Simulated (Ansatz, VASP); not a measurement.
**MnSn3: VASP beside Ansatz**

```
Sn Mn
1.0
     4.59329    0.00000    0.00000
     0.00000    4.59329    0.00000
     0.00000    0.00000    4.59329
Sn Mn
3 1
Direct
  0.00000 0.50000 0.50000
  0.50000 0.00000 0.50000
  0.50000 0.50000 0.00000
  0.00000 0.00000 0.00000
```

Alike in both runs: functional PBE; k mesh 6 × 6 × 6; occupations gaussian, width 0.1 eV; collinear spin.

Ansatz relaxed the structure, and its values are those at the end. VASP's run is a single point on that final structure, the one shown.

|  | VASP | Ansatz |
| --- | --- | --- |
| version | VASP 6.6.1 | Ansatz 0.2.0 |
| potentials or method | VASP PAW PBE potentials, release 64 (Sn_d, Mn_pv), cutoff 520 eV | scalar-relativistic, plane waves, PAW |
| valence electrons in the cell | 55 | 57 |

Ansatz gave:

```
gap on the k mesh at the Fermi level (eV)                     : none
pressure (GPa)                                                : 0.2
net moment per atom (μB)                                      : 1.03
size of the moment on the site where the two differ most (μB) : 4.19
```

Question: What did VASP give for the same quantities?

Answer: gap on the k mesh at the Fermi level (eV): none; pressure (GPa): 0.1; net moment per atom (μB): 1.03; size of the moment on the site where the two differ most (μB): 3.99.

Site moments also hang on the region over which each program counts them. A gap of «none» marks a metal or a gap that the smearing closes. VASP's potentials hold 55 valence electrons a cell and Ansatz's 57, so a difference there can come from the potentials and not from the codes.
